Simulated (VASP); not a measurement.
# Ti2SiSe2 (I4/mmm) in VASP: single point with PBE

Aim: the single point of Ti2SiSe2 with PBE.

Program: VASP 6.6.1. These are calculated values, not measurements. Logs are shortened: lines on timing, memory, paths and dates and some standing lists are left out, and cuts for length are marked.

## Step 1: The cell of the first run

It takes space group I4/mmm (No. 139, tetragonal). Conventional cell: a = 4.775 Å, b = 4.775 Å, c = 8.296 Å, α = 90.00°, β = 90.00°, γ = 90.00°. Ti (site symmetry -4m2) has 4 Se at 2.51 Å and 4 Si at 3.16 Å within 3.3 Å. Within 3.7 Å of Si (site symmetry 4/mmm) lie 10 Se at 2.84 to 3.62 Å and 8 Ti at 3.16 Å. Se (site symmetry 4mm) has 4 Ti at 2.51 Å and 1 Se at 2.62 Å and 1 Si at 2.84 Å within 3.3 Å.

## Step 2: Single point, PBE, collinear spin, ferromagnetic start

INCAR reads:

```
SYSTEM = Ti2SiSe2
PREC = Accurate
ENCUT = 520
EDIFF = 1E-6
ISMEAR = 0
SIGMA = 0.1
LREAL = .FALSE.
LASPH = .TRUE.
NELM = 150
ALGO = Normal
ISIF = 2
LWAVE = .FALSE.
LCHARG = .FALSE.
ISPIN = 2
MAGMOM = 1 1 0 0 0
LORBIT = 11
LMAXMIX = 4
GGA = PE
NBANDS = 32
```

KPOINTS reads:

```
Automatic mesh
0
G
  6 6 6
  0 0 0
```

POSCAR reads:

```
Ti2SiSe2
1.0
   -2.3873285250      2.3873285250      4.1479396523
    2.3873285250     -2.3873285250      4.1479396523
    2.3873285250      2.3873285250     -4.1479396523
Ti Si Se
2 1 2
Direct
    0.7500000000      0.2500000000      0.5000000000
    0.2500000000      0.7500000000      0.5000000000
    0.0000000000      0.0000000000      0.0000000000
    0.6580746531      0.6580746531      0.0000000000
    0.3419253469      0.3419253469      0.0000000000
```

Potentials or basis: VASP PAW PBE potentials, release 64 (Ti_sv, Si, Se).

Command:

```console
$ cat potpaw_PBE.64/Ti_sv/POTCAR potpaw_PBE.64/Si/POTCAR potpaw_PBE.64/Se/POTCAR > POTCAR
$ mpirun -np 1 vasp_std > vasp.out
```

OUTCAR:

```text
SYSTEM = Ti2SiSe2
   PREC = Accurate
   ENCUT = 520
   EDIFF = 1E-6
   ISMEAR = 0
   LREAL = .FALSE.
   LASPH = .TRUE.
   NELM = 150
   ISIF = 2
   ISPIN = 2
   LORBIT = 11
   GGA = PE

 ion  position               nearest neighbor table
   1  0.750  0.250  0.500-   5 2.51   4 2.51   5 2.51   4 2.51
   2  0.250  0.750  0.500-   5 2.51   4 2.51   5 2.51   4 2.51
   3  0.000  0.000  0.000-   4 2.84   5 2.84
   4  0.658  0.658  0.000-   2 2.51   1 2.51   1 2.51   2 2.51   5 2.62   3 2.84
   5  0.342  0.342  0.000-   1 2.51   2 2.51   2 2.51   1 2.51   4 2.62   3 2.84

  LATTYP: Found a body centered tetragonal cell.
 ALAT       =     4.7746570500
 C/A-ratio  =     1.7374817118

  Lattice vectors:

 A1 = (  -2.3873285250,   2.3873285250,   4.1479396523)
 A2 = (   2.3873285250,  -2.3873285250,   4.1479396523)
 A3 = (   2.3873285250,   2.3873285250,  -4.1479396523)

Analysis of symmetry for initial positions (statically):
=====================================================================
 Subroutine PRICEL returns:
 Original cell was already a primitive cell.

 Routine SETGRP: Setting up the symmetry group for a
 body centered tetragonal supercell.

 Subroutine GETGRP returns: Found 16 space group operations
 (whereof 16 operations were pure point group operations)
 out of a pool of 16 trial point group operations.

The static configuration has the point symmetry D_4h.

Analysis of symmetry for dynamics (positions and initial velocities):
=====================================================================
 Subroutine PRICEL returns:
 Original cell was already a primitive cell.

 Routine SETGRP: Setting up the symmetry group for a
 body centered tetragonal supercell.

 Subroutine GETGRP returns: Found 16 space group operations
 (whereof 16 operations were pure point group operations)
 out of a pool of 16 trial point group operations.

The dynamic configuration has the point symmetry D_4h.

Analysis of structural, dynamic, and magnetic symmetry:
=====================================================================
 Subroutine PRICEL returns:
 Original cell was already a primitive cell.

 Routine SETGRP: Setting up the symmetry group for a
 body centered tetragonal supercell.

 Subroutine GETGRP returns: Found 16 space group operations
 (whereof 16 operations were pure point group operations)
 out of a pool of 16 trial point group operations.

The overall configuration has the point symmetry D_4h.

 Subroutine INISYM returns: Found 16 space group operations
 (whereof 16 operations are pure point group operations),
 and found     1 'primitive' translations

----------------------------------------------------------------------------------------

                                     Primitive cell

  volume of cell :      94.5620

  direct lattice vectors                    reciprocal lattice vectors
    -2.387328525  2.387328525  4.147939652     0.000000000  0.209439126  0.120541773
     2.387328525 -2.387328525  4.147939652     0.209439126  0.000000000  0.120541773
     2.387328525  2.387328525 -4.147939652     0.209439126  0.209439126  0.000000000

  length of vectors
     5.348278072  5.348278072  5.348278072     0.241650712  0.241650712  0.296191653

  position of ions in fractional coordinates (direct lattice)
     0.750000000  0.250000000  0.500000000
     0.250000000  0.750000000  0.500000000
     0.000000000  0.000000000  0.000000000
     0.658074653  0.658074653  0.000000000
     0.341925347  0.341925347  0.000000000

  ion indices of the primitive-cell ions
   primitive index   ion index
                 1           1
                 2           2
                 3           3
                 4           4
                 5           5

----------------------------------------------------------------------------------------

 KPOINTS: Automatic mesh

Automatic generation of k-mesh.
 Grid dimensions read from file:
 generate k-points for:    6    6    6

 Generating k-lattice:

  Cartesian coordinates                     Fractional coordinates (reciprocal lattice)
     0.000000000  0.034906521  0.020090296     0.166666667  0.000000000  0.000000000
     0.034906521  0.000000000  0.020090296     0.000000000  0.166666667  0.000000000
     0.034906521  0.034906521  0.000000000     0.000000000  0.000000000  0.166666667

  Length of vectors
     0.040275119  0.040275119  0.049365275

  Shift w.r.t. Gamma in fractional coordinates (k-lattice)
     0.000000000  0.000000000  0.000000000

 Subroutine IBZKPT returns following result:
 ===========================================

 Found     30 irreducible k-points:

 Following reciprocal coordinates:
            Coordinates               Weight
  0.000000  0.000000  0.000000      1.000000
  0.166667 -0.000000  0.000000      8.000000
  0.333333  0.000000 -0.000000      8.000000
  0.500000  0.000000 -0.000000      4.000000
  0.166667  0.166667  0.000000      8.000000
  0.333333  0.166667  0.000000     16.000000
[... 16 lines left out ...]
 -0.333333 -0.333333  0.166667      8.000000
 -0.166667 -0.333333  0.166667      8.000000
 [... further k-points ...]
   k-points           NKPTS =     30   k-points in BZ     NKDIM =     30   number of bands    NBANDS=     32
   number of dos      NEDOS =    301   number of ions     NIONS =      5
   total plane-waves  NPLWV =  64000
   dimension x,y,z NGX =    40 NGY =   40 NGZ =   40
   dimension x,y,z NGXF=    80 NGYF=   80 NGZF=   80
   ions per type =               2   1   2
   NGX,Y,Z   is equivalent  to a cutoff of  12.43, 12.43, 12.43 a.u.
   NGXF,Y,Z  is equivalent  to a cutoff of  24.87, 24.87, 24.87 a.u.
 SYSTEM =  Ti2SiSe2
   PREC   = accura    normal or accurate (medium, high low for compatibility)
   ISTART =      0    job   : 0-new  1-cont  2-samecut
   ICHARG =      2    charge: 1-file 2-atom 10-const
   ISPIN  =      2    spin polarized calculation?
   LNONCOLLINEAR =      F non collinear calculations
   LSORBIT =      F    spin-orbit coupling
   LASPH  =      T    aspherical Exc in radial PAW
   ENCUT  =  520.0 eV  38.22 Ry    6.18 a.u.   9.94  9.94  9.94*2*pi/ulx,y,z
   NELM   =    150;   NELMIN=  2; NELMDL= -5     # of ELM steps
   EDIFF  = 0.1E-05   stopping-criterion for ELM
   LREAL  =      F    real-space projection
   EDIFFG = 0.1E-04   stopping-criterion for IOM
   NSW    =      0    number of steps for IOM
   IBRION =     -1    ionic relax: 0-MD 1-quasi-New 2-CG
   NFREE  =      0    steps in history (QN), initial steepest desc. (CG)
   ISIF   =      2    stress and relaxation
   ISYM   =      2    0-nonsym 1-usesym 2-fastsym
   POTIM  = 0.5000    time-step for ionic-motion
   TEBEG  =    0.0;   TEEND  =   0.0 temperature during run
   PSTRESS=    0.0 pullay stress
   NELECT =      40.0000    total number of electrons
   NUPDOWN=      -1.0000    fix difference up-down
   EMIN   =  10.00;   EMAX   =-10.00  energy-range for DOS
   EFERMI =   0.00;   METHOD = LEGACY
   ISMEAR =     0;   SIGMA  =   0.10  broadening in eV -4-tet -1-fermi 0-gaus
   EFERMI_NEDOS =   21; number of points for ismear=-14 and -15
   IALGO  =     38    algorithm
   IMIX   =      4    mixing-type and parameters
     AMIX     =   0.40;   BMIX     =  1.00
     AMIX_MAG =   1.60;   BMIX_MAG =  1.00
  volume/ion in A,a.u.               =      18.91       127.63
  Fermi-wavevector in a.u.,A,eV,Ry     =   1.228917  2.322316 20.548023  1.510237
  Thomas-Fermi vector in A             =   2.363824
   LORBIT       =     11    0 simple, 1 ext, 2 COOP (PROOUT), +10 PAW based schemes
   GGA     = PE    functional components
   LHFCALC =     F    Hartree Fock is set to
   AEXX    =    0.0000 exact exchange contribution
   IVDW    =     0    specifies the selected vdW correction
   LEPSILON=     F    determine dielectric tensor
   LRPA    =     F    only Hartree local field effects (RPA)
 spin polarized calculation
 Gauss-broadening in eV      SIGMA  =   0.10
  energy-cutoff  :      520.00
  volume of cell :       94.56
 maximum number of plane-waves:      2576
   NGX = 19   NGY = 19   NGZ = 19

 number of electron      40.0000003 magnetization       0.0049253

 Free energy of the ion-electron system (eV)
  ---------------------------------------------------
  ext. energy  EPLUGINS =         0.00000000
  ---------------------------------------------------
  free energy    TOTEN  =       -29.87965634 eV

  energy without entropy =      -29.85322427  energy(sigma->0) =      -29.86644031

 E-fermi :   7.3285     XC(G=0): -10.6619

 val. band max:        7.3278053590   @ k =  -0.3333   0.3333   0.0000
 cond. band min:       7.3452761635   @ k =  -0.3333   0.5000   0.3333
 fundamental gap:      0.0174708045
 Fermi energy:         7.3285282515

 spin component 1

 k-point     1 :       0.0000    0.0000    0.0000
  band No.  band energies     occupation
      1     -50.2197      1.00000
      2     -50.2046      1.00000
      3     -26.5603      1.00000
      4     -26.5603      1.00000
      5     -26.4933      1.00000
      6     -26.4789      1.00000
[... 24 lines left out ...]
     31      11.5337      0.00000
     32      11.6599      0.00000

 k-point     2 :       0.1667   -0.0000    0.0000
  band No.  band energies     occupation
      1     -50.2187      1.00000
      2     -50.2056      1.00000
      3     -26.5561      1.00000
      4     -26.5546      1.00000
      5     -26.4924      1.00000
      6     -26.4825      1.00000
[... 24 lines left out ...]
     31      11.7518      0.00000
     32      12.4168      0.00000
[... 733 lines left out ...]
     31      11.0113      0.00000
     32      13.0953      0.00000

 k-point    24 :      -0.1667   -0.3333    0.1667
  band No.  band energies     occupation
      1     -50.2186      1.00000
      2     -50.2057      1.00000
      3     -26.5565      1.00000
      4     -26.5550      1.00000
      5     -26.4959      1.00000
      6     -26.4818      1.00000
[... 24 lines left out ...]
     31      10.7246      0.00000
     32      12.6823      0.00000

 [... further k-points ...]

 spin component 2

 k-point     1 :       0.0000    0.0000    0.0000
  band No.  band energies     occupation
      1     -50.2176      1.00000
      2     -50.2025      1.00000
      3     -26.5583      1.00000
      4     -26.5583      1.00000
      5     -26.4909      1.00000
      6     -26.4764      1.00000
[... 24 lines left out ...]
     31      11.5347      0.00000
     32      11.6613      0.00000

 k-point     2 :       0.1667   -0.0000    0.0000
  band No.  band energies     occupation
      1     -50.2166      1.00000
      2     -50.2035      1.00000
      3     -26.5541      1.00000
      4     -26.5526      1.00000
      5     -26.4900      1.00000
      6     -26.4804      1.00000
[... 24 lines left out ...]
     31      11.7521      0.00000
     32      12.4177      0.00000
[... 733 lines left out ...]
     31      11.0123      0.00000
     32      13.0960      0.00000

 k-point    24 :      -0.1667   -0.3333    0.1667
  band No.  band energies     occupation
      1     -50.2165      1.00000
      2     -50.2036      1.00000
      3     -26.5546      1.00000
      4     -26.5530      1.00000
      5     -26.4935      1.00000
      6     -26.4798      1.00000
[... 24 lines left out ...]
     31      10.7258      0.00000
     32      12.6832      0.00000

 [... further k-points ...]
[... 5 lines left out ...]
  --------------------------------------------------------------------------------------
  -------------------------------------------------------------------------------------
  Total        0.2970262      0.2970262     -0.0168423      0.0000000     -0.0000000      0.0000000
  in kB        5.0325550      5.0325550     -0.2853608      0.0000000     -0.0000000      0.0000000
  external PRESSURE =       3.2599164 kB  Pullay stress =       0.0000000 kB

 VOLUME and BASIS-vectors are now :
 -----------------------------------------------------------------------------
  energy-cutoff  :      520.00
  volume of cell :       94.56
      direct lattice vectors                 reciprocal lattice vectors
    -2.387328525  2.387328525  4.147939652     0.000000000  0.209439126  0.120541773
     2.387328525 -2.387328525  4.147939652     0.209439126  0.000000000  0.120541773
     2.387328525  2.387328525 -4.147939652     0.209439126  0.209439126  0.000000000

 POSITION                                       TOTAL-FORCE (eV/Angst)
 -----------------------------------------------------------------------------------
      0.00000      2.38733      2.07397        -0.000000     -0.000000      0.000000
      2.38733      0.00000      2.07397        -0.000000     -0.000000      0.000000
      0.00000      0.00000      0.00000        -0.000000     -0.000000      0.000000
      0.00000      0.00000      5.45931         0.000000      0.000000     -0.002133
      0.00000      0.00000      2.83657         0.000000      0.000000      0.002133
 -----------------------------------------------------------------------------------
    total drift:                                0.000000      0.000000     -0.000000

  FREE ENERGIE OF THE ION-ELECTRON SYSTEM (eV)
  ---------------------------------------------------
  free  energy   TOTEN  =       -29.8796563384 eV

  energy  without entropy=      -29.8532242727  energy(sigma->0) =      -29.86644031

 total charge

# of ion       s       p       d       tot
------------------------------------------
    1        2.147   6.103   1.975  10.225
    2        2.147   6.103   1.975  10.225
    3        0.838   0.693   0.000   1.532
    4        1.465   2.400   0.091   3.956
    5        1.465   2.400   0.091   3.956
--------------------------------------------------
tot          8.063  17.699   4.131  29.893

 magnetization (x)

# of ion       s       p       d       tot
------------------------------------------
    1        0.000   0.000   0.002   0.002
    2        0.000   0.000   0.002   0.002
    3       -0.000  -0.000   0.000  -0.000
    4       -0.000  -0.000   0.000  -0.000
    5       -0.000  -0.000   0.000  -0.000
--------------------------------------------------
tot          0.000  -0.000   0.004   0.004
```

Wall time 7.2 min (1 thread of Oxide Virtual Turin-like, shared host); peak memory 0.33 GiB.

Results:

```yaml
Free_energy: -29.8797 eV
Pressure: 0.3 GPa
Band_gap_on_the_k_mesh: zero (filled and empty bands overlap)
Net_moment: 0.00 μB per cell
Valence_electrons_inside_the_program's_atomic_spheres: Ti 10.22; Si 1.53; Se 3.96
```

Forces in eV/Å, atoms in the order of the input:
```
Ti   0.000  0.000  0.000
Ti   0.000  0.000  0.000
Si   0.000  0.000  0.000
Se   0.000  0.000 -0.002
Se   0.000  0.000  0.002
```
